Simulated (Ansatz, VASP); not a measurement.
# One calculation of Ca, two programs

Contents of INCAR:

```
PREC = Accurate
ENCUT = 520
EDIFF = 1E-6
ISMEAR = -1
SIGMA = 0.1
LREAL = False
LASPH = True
NELM = 100
ALGO = Normal
ISIF = 2
LWAVE = False
LCHARG = True
GGA = RP
LELF = True
LVHAR = True
NBANDS = 17
```

The input KPOINTS:

```
Automatic mesh
0
Gamma
  10 10 6
```

File POSCAR:

```
Ca
1.0
    4.1292805347      0.0000000000      0.0000000000
   -2.0646402674      3.5760618424      0.0000000000
    0.0000000000      0.0000000000      6.7785146437
Ca
2
Direct
    0.3333333333      0.6666666667      0.2500000000
    0.6666666667      0.3333333333      0.7500000000
```

Input for Ansatz:

```yaml
crystal:
  lattice:
    - [4.1292805347, 0.0, 0.0]
    - [-2.0646402674, 3.5760618424, 0.0]
    - [0.0, 0.0, 6.7785146437]
  atoms:
    - { symbol: Ca, position: [0.3333333333, 0.6666666667, 0.25] }
    - { symbol: Ca, position: [0.6666666667, 0.3333333333, 0.75] }
hamiltonian:
  xc: rpbe
  pseudopotentials:
    kind: paw
    azcp:
      Ca: "pseudopotentials/Ca.paw.azcp"
basis:
  ecutwfc: 420
  fft_grid_basis: typed
kpoints:
  mp_grid: { grid: [10, 10, 6], shift: [0, 0, 0] }
magnetization:
  spin_polarized: false
scf:
  occupations: { method: fermi_dirac, width: 0.1 }
  lower_state_search: "off"
output:
  stress: true
```

Alike in both runs: task single point; functional RPBE; k mesh 10 × 10 × 6; occupations fermi-dirac, width 0.1 eV; no spin polarisation.

|  | VASP | Ansatz |
| --- | --- | --- |
| version | VASP 6.6.1 | Ansatz 0.2.0 |
| potentials or method | VASP PAW PBE potentials, release 64 (Ca_sv), cutoff 520 eV | plane waves (420 eV) with PAW, scalar-relativistic |
| valence electrons in the cell | 20 | 20 |

```tsv
	VASP	Ansatz	Ansatz less VASP
pressure (GPa)	-1.5	-1.5	0.00
traceless stress, the component that is largest in VASP (GPa)	-0.06	-0.07	-0.002
```

VASP's potentials were made for PBE, not for RPBE.
